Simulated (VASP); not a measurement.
# K (Fm-3m) in VASP: single point with PBE

Aim: the single point of K with PBE.

Program: VASP 6.6.1. These are calculated values, not measurements. Logs are shortened: lines on timing, memory, paths and dates and some standing lists are left out, and cuts for length are marked.

**1. The cell of the first run**

It takes space group Fm-3m (No. 225, cubic). Conventional cell: a = 6.293 Å, b = 6.293 Å, c = 6.293 Å, α = 90.00°, β = 90.00°, γ = 90.00°. Within 5.8 Å of K (site symmetry m-3m) lie 12 K at 4.45 Å.

**2. Single point, PBE**

Input file INCAR:

```
PREC = Accurate ; ENCUT = 520
EDIFF = 1E-6 ; ISMEAR = -1
SIGMA = 0.15 ; LREAL = F
LASPH = T ; NELM = 100
ALGO = Normal ; ISIF = 2
LWAVE = F ; LCHARG = F
GGA = PE ; NBANDS = 10
```

Input file KPOINTS:

```
regular mesh
0
Gamma
  6 6 6
```

Input file POSCAR:

```
K
1.0
    0.0000000000      3.1464700000      3.1464700000
    3.1464700000      0.0000000000      3.1464700000
    3.1464700000      3.1464700000      0.0000000000
K
1
Direct
    0.0000000000      0.0000000000      0.0000000000
```

Potentials or basis: VASP PAW PBE potentials, release 64 (K_sv).

The run is started by

```
$ cat potpaw_PBE.64/K_sv/POTCAR > POTCAR
$ mpirun -np 1 vasp_std > vasp.out
```

OUTCAR:

```text
PREC = Accurate
   ENCUT = 520
   EDIFF = 1E-6
   ISMEAR = -1
   LREAL = F
   LASPH = T
   NELM = 100
   ISIF = 2
   GGA = PE

 ion  position               nearest neighbor table
   1  0.000  0.000  0.000-

  LATTYP: Found a face centered cubic cell.
 ALAT       =     6.2929400000

  Lattice vectors:

 A1 = (   0.0000000000,   3.1464700000,   3.1464700000)
 A2 = (   3.1464700000,   0.0000000000,   3.1464700000)
 A3 = (   3.1464700000,   3.1464700000,   0.0000000000)

Analysis of symmetry for initial positions (statically):
=====================================================================
 Subroutine PRICEL returns:
 Original cell was already a primitive cell.

 Routine SETGRP: Setting up the symmetry group for a
 face centered cubic supercell.

 Subroutine GETGRP returns: Found 48 space group operations
 (whereof 48 operations were pure point group operations)
 out of a pool of 48 trial point group operations.

The static configuration has the point symmetry O_h .

Analysis of symmetry for dynamics (positions and initial velocities):
=====================================================================
 Subroutine PRICEL returns:
 Original cell was already a primitive cell.

 Routine SETGRP: Setting up the symmetry group for a
 face centered cubic supercell.

 Subroutine GETGRP returns: Found 48 space group operations
 (whereof 48 operations were pure point group operations)
 out of a pool of 48 trial point group operations.

The dynamic configuration has the point symmetry O_h .

 Subroutine INISYM returns: Found 48 space group operations
 (whereof 48 operations are pure point group operations),
 and found     1 'primitive' translations

----------------------------------------------------------------------------------------

                                     Primitive cell

  volume of cell :      62.3018

  direct lattice vectors                    reciprocal lattice vectors
     0.000000000  3.146470000  3.146470000    -0.158908237  0.158908237  0.158908237
     3.146470000  0.000000000  3.146470000     0.158908237 -0.158908237  0.158908237
     3.146470000  3.146470000  0.000000000     0.158908237  0.158908237 -0.158908237

  length of vectors
     4.449780548  4.449780548  4.449780548     0.275237140  0.275237140  0.275237140

  position of ions in fractional coordinates (direct lattice)
     0.000000000  0.000000000  0.000000000

  ion indices of the primitive-cell ions
   primitive index   ion index
                 1           1

----------------------------------------------------------------------------------------

 KPOINTS: regular mesh

Automatic generation of k-mesh.
 Grid dimensions read from file:
 generate k-points for:    6    6    6

 Generating k-lattice:

  Cartesian coordinates                     Fractional coordinates (reciprocal lattice)
    -0.026484706  0.026484706  0.026484706     0.166666667  0.000000000  0.000000000
     0.026484706 -0.026484706  0.026484706     0.000000000  0.166666667  0.000000000
     0.026484706  0.026484706 -0.026484706     0.000000000  0.000000000  0.166666667

  Length of vectors
     0.045872857  0.045872857  0.045872857

  Shift w.r.t. Gamma in fractional coordinates (k-lattice)
     0.000000000  0.000000000  0.000000000

 Subroutine IBZKPT returns following result:
 ===========================================

 Found     16 irreducible k-points:

 Following reciprocal coordinates:
            Coordinates               Weight
  0.000000  0.000000  0.000000      1.000000
  0.166667  0.000000  0.000000      8.000000
  0.333333  0.000000  0.000000      8.000000
  0.500000  0.000000  0.000000      4.000000
  0.166667  0.166667  0.000000      6.000000
  0.333333  0.166667  0.000000     24.000000
[... 8 lines left out ...]
 -0.333333  0.333333  0.166667     24.000000
 -0.333333  0.500000  0.166667     12.000000
   k-points           NKPTS =     16   k-points in BZ     NKDIM =     16   number of bands    NBANDS=     10
   number of dos      NEDOS =    301   number of ions     NIONS =      1
   total plane-waves  NPLWV =  46656
   dimension x,y,z NGX =    36 NGY =   36 NGZ =   36
   dimension x,y,z NGXF=    72 NGYF=   72 NGZF=   72
   ions per type =               1
   NGX,Y,Z   is equivalent  to a cutoff of  13.45, 13.45, 13.45 a.u.
   NGXF,Y,Z  is equivalent  to a cutoff of  26.90, 26.90, 26.90 a.u.
 SYSTEM =  unknown system
   PREC   = accura    normal or accurate (medium, high low for compatibility)
   ISTART =      0    job   : 0-new  1-cont  2-samecut
   ICHARG =      2    charge: 1-file 2-atom 10-const
   ISPIN  =      1    spin polarized calculation?
   LNONCOLLINEAR =      F non collinear calculations
   LSORBIT =      F    spin-orbit coupling
   LASPH  =      T    aspherical Exc in radial PAW
   ENCUT  =  520.0 eV  38.22 Ry    6.18 a.u.   8.27  8.27  8.27*2*pi/ulx,y,z
   NELM   =    100;   NELMIN=  2; NELMDL= -5     # of ELM steps
   EDIFF  = 0.1E-05   stopping-criterion for ELM
   LREAL  =      F    real-space projection
   EDIFFG = 0.1E-04   stopping-criterion for IOM
   NSW    =      0    number of steps for IOM
   IBRION =     -1    ionic relax: 0-MD 1-quasi-New 2-CG
   NFREE  =      0    steps in history (QN), initial steepest desc. (CG)
   ISIF   =      2    stress and relaxation
   ISYM   =      2    0-nonsym 1-usesym 2-fastsym
   POTIM  = 0.5000    time-step for ionic-motion
   TEBEG  =    0.0;   TEEND  =   0.0 temperature during run
   PSTRESS=    0.0 pullay stress
   NELECT =       9.0000    total number of electrons
   NUPDOWN=      -1.0000    fix difference up-down
   EMIN   =  10.00;   EMAX   =-10.00  energy-range for DOS
   EFERMI =   0.00;   METHOD = LEGACY
   ISMEAR =    -1;   SIGMA  =   0.15  broadening in eV -4-tet -1-fermi 0-gaus
   EFERMI_NEDOS =   21; number of points for ismear=-14 and -15
   IALGO  =     38    algorithm
   IMIX   =      4    mixing-type and parameters
     AMIX     =   0.40;   BMIX     =  1.00
     AMIX_MAG =   1.60;   BMIX_MAG =  1.00
  volume/ion in A,a.u.               =      62.30       420.43
  Fermi-wavevector in a.u.,A,eV,Ry     =   0.858991  1.623258 10.039276  0.737866
  Thomas-Fermi vector in A             =   1.976279
   LORBIT       =      0    0 simple, 1 ext, 2 COOP (PROOUT), +10 PAW based schemes
   GGA     = PE    functional components
   LHFCALC =     F    Hartree Fock is set to
   AEXX    =    0.0000 exact exchange contribution
   IVDW    =     0    specifies the selected vdW correction
   LEPSILON=     F    determine dielectric tensor
   LRPA    =     F    only Hartree local field effects (RPA)
 non-spin polarized calculation
  energy-cutoff  :      520.00
  volume of cell :       62.30
 maximum number of plane-waves:      1694
 NGX is ok and might be reduce to    36
   NGX = 17   NGY = 17   NGZ = 17

 number of electron       9.0000000 magnetization

 Free energy of the ion-electron system (eV)
  ---------------------------------------------------
  ext. energy  EPLUGINS =         0.00000000
  ---------------------------------------------------
  free energy    TOTEN  =        -1.04175457 eV

  energy without entropy =       -0.98178593  energy(sigma->0) =       -1.01177025

 E-fermi :   0.2553     XC(G=0):  -6.0675

 val. band max:        0.1103698021   @ k =   0.5000   0.3333   0.1667
 cond. band min:       0.4864077175   @ k =   0.5000   0.1667   0.0000
 fundamental gap:      0.3760379154
 Fermi energy:         0.2553138159

 k-point     1 :       0.0000    0.0000    0.0000
  band No.  band energies     occupation
      1     -31.7650      2.00000
      2     -15.1993      2.00000
      3     -15.1993      2.00000
      4     -15.1993      2.00000
      5      -2.1204      2.00000
      6       4.6378      0.00000
      7       4.6378      0.00000
      8       4.6378      0.00000
      9       6.0236      0.00000
     10       6.0236      0.00000

 k-point     2 :       0.1667    0.0000    0.0000
  band No.  band energies     occupation
      1     -31.7630      2.00000
      2     -15.2297      2.00000
      3     -15.2033      2.00000
      4     -15.2033      2.00000
      5      -1.7502      2.00000
      6       3.8327      0.00000
      7       4.7455      0.00000
      8       4.7455      0.00000
      9       5.8150      0.00000
     10       5.8150      0.00000

 k-point     3 :       0.3333    0.0000    0.0000
  band No.  band energies     occupation
      1     -31.7589      2.00000
      2     -15.2893      2.00000
      3     -15.2113      2.00000
      4     -15.2113      2.00000
      5      -0.7219      1.99704
      6       2.3659      0.00000
      7       4.5741      0.00000
      8       4.5741      0.00000
      9       6.2371      0.00000
     10       6.2371      0.00000

 k-point     4 :       0.5000    0.0000    0.0000
  band No.  band energies     occupation
      1     -31.7568      2.00000
      2     -15.3186      2.00000
      3     -15.2153      2.00000
      4     -15.2153      2.00000
      5       0.6005      0.18200
      6       0.9098      0.02515
      7       4.4029      0.00000
      8       4.4029      0.00000
      9       6.9098      0.00000
     10       6.9178      0.00000

 k-point     5 :       0.1667    0.1667    0.0000
  band No.  band energies     occupation
      1     -31.7623      2.00000
      2     -15.2287      2.00000
      3     -15.2101      2.00000
      4     -15.2101      2.00000
      5      -1.6293      1.99999
      6       3.8580      0.00000
      7       4.7599      0.00000
      8       4.7599      0.00000
      9       4.9764      0.00000
     10       6.2180      0.00000

 k-point     6 :       0.3333    0.1667    0.0000
  band No.  band energies     occupation
      1     -31.7589      2.00000
      2     -15.2723      2.00000
      3     -15.2197      2.00000
      4     -15.2194      2.00000
      5      -0.8259      1.99852
      6       2.9147      0.00000
      7       4.0128      0.00000
      8       4.7927      0.00000
      9       5.4036      0.00000
     10       6.5218      0.00000

 k-point     7 :       0.5000    0.1667    0.0000
  band No.  band energies     occupation
      1     -31.7561      2.00000
      2     -15.3062      2.00000
      3     -15.2328      2.00000
      4     -15.2220      2.00000
      5       0.4864      0.35289
      6       1.4936      0.00052
      7       3.6416      0.00000
      8       4.6282      0.00000
      9       6.0825      0.00000
     10       6.9472      0.00000

 k-point     8 :      -0.3333    0.1667    0.0000
  band No.  band energies     occupation
      1     -31.7568      2.00000
      2     -15.2969      2.00000
      3     -15.2366      2.00000
      4     -15.2153      2.00000
      5       0.0110      1.67198
      6       2.0187      0.00002
      7       3.5691      0.00000
      8       4.6988      0.00000
      9       6.0877      0.00000
     10       6.8100      0.00000

 k-point     9 :      -0.1667    0.1667    0.0000
  band No.  band energies     occupation
      1     -31.7602      2.00000
      2     -15.2584      2.00000
      3     -15.2224      2.00000
      4     -15.2060      2.00000
      5      -1.1612      1.99984
      6       3.2451      0.00000
      7       4.0638      0.00000
      8       5.1426      0.00000
      9       5.1895      0.00000
     10       6.3403      0.00000

 k-point    10 :       0.3333    0.3333    0.0000
  band No.  band energies     occupation
      1     -31.7568      2.00000
      2     -15.2846      2.00000
      3     -15.2315      2.00000
      4     -15.2315      2.00000
      5      -0.3022      1.95254
      6       2.9188      0.00000
      7       3.2175      0.00000
      8       5.2375      0.00000
      9       5.2375      0.00000
     10       6.6617      0.00000

 k-point    11 :       0.5000    0.3333    0.0000
  band No.  band energies     occupation
      1     -31.7548      2.00000
      2     -15.2991      2.00000
      3     -15.2496      2.00000
      4     -15.2355      2.00000
      5       0.7260      0.08313
      6       2.2701      0.00000
      7       2.6105      0.00000
      8       5.2459      0.00000
      9       5.2932      0.00000
     10       7.0370      0.00000

 k-point    12 :      -0.3333    0.3333    0.0000
  band No.  band energies     occupation
      1     -31.7548      2.00000
      2     -15.2792      2.00000
      3     -15.2783      2.00000
      4     -15.2274      2.00000
      5       1.1471      0.00522
      6       2.1351      0.00001
      7       2.1376      0.00001
      8       4.9598      0.00000
      9       5.4657      0.00000
     10       6.4587      0.00000

 k-point    13 :       0.5000    0.5000    0.0000
  band No.  band energies     occupation
      1     -31.7541      2.00000
      2     -15.3110      2.00000
      3     -15.2421      2.00000
      4     -15.2421      2.00000
      5       1.1179      0.00634
      6       1.8749      0.00004
      7       2.5729      0.00000
      8       5.8315      0.00000
      9       5.8315      0.00000
     10       6.7662      0.00000

 k-point    14 :       0.5000    0.3333    0.1667
  band No.  band energies     occupation
      1     -31.7561      2.00000
      2     -15.2879      2.00000
      3     -15.2471      2.00000
      4     -15.2255      2.00000
      5       0.1104      1.44876
      6       2.5670      0.00000
      7       2.9644      0.00000
      8       4.7072      0.00000
      9       5.7536      0.00000
     10       6.8476      0.00000

 k-point    15 :      -0.3333    0.3333    0.1667
  band No.  band energies     occupation
      1     -31.7548      2.00000
      2     -15.2914      2.00000
      3     -15.2614      2.00000
      4     -15.2322      2.00000
      5       1.3030      0.00185
      6       1.5409      0.00038
      7       2.7648      0.00000
      8       4.3331      0.00000
      9       6.0129      0.00000
     10       6.8039      0.00000

 k-point    16 :      -0.3333    0.5000    0.1667
  band No.  band energies     occupation
      1     -31.7541      2.00000
      2     -15.2939      2.00000
      3     -15.2594      2.00000
      4     -15.2431      2.00000
      5       1.4900      0.00053
      6       1.9867      0.00002
      7       2.3147      0.00000
      8       4.1013      0.00000
      9       6.3896      0.00000
     10       6.9873      0.00000

------------------------ aborting loop because EDIFF is reached ----------------------------------------

  FORCE on cell =-STRESS in cart. coord.  units (eV):
  Direction    XX          YY          ZZ          XY          YZ          ZX
  --------------------------------------------------------------------------------------
  -------------------------------------------------------------------------------------
  Total        0.3392582      0.3392582      0.3392582      0.0000000     -0.0000000      0.0000000
  in kB        8.7244915      8.7244915      8.7244915      0.0000000     -0.0000000      0.0000000
  external PRESSURE =       8.7244915 kB  Pullay stress =       0.0000000 kB

 VOLUME and BASIS-vectors are now :
 -----------------------------------------------------------------------------
  energy-cutoff  :      520.00
  volume of cell :       62.30
      direct lattice vectors                 reciprocal lattice vectors
     0.000000000  3.146470000  3.146470000    -0.158908237  0.158908237  0.158908237
     3.146470000  0.000000000  3.146470000     0.158908237 -0.158908237  0.158908237
     3.146470000  3.146470000  0.000000000     0.158908237  0.158908237 -0.158908237

 POSITION                                       TOTAL-FORCE (eV/Angst)
 -----------------------------------------------------------------------------------
      0.00000      0.00000      0.00000        -0.000000     -0.000000      0.000000
 -----------------------------------------------------------------------------------
    total drift:                               -0.000000     -0.000000     -0.000000

  FREE ENERGIE OF THE ION-ELECTRON SYSTEM (eV)
  ---------------------------------------------------
  free  energy   TOTEN  =        -1.0417545656 eV

  energy  without entropy=       -0.9817859303  energy(sigma->0) =       -1.01177025
```

It took 7.7 s on 1 thread of AMD EPYC 9R45 (Zen 5), shared host; peak memory 0.16 GiB.

Results:

* Free energy: -1.0418 eV
* Pressure: 0.9 GPa
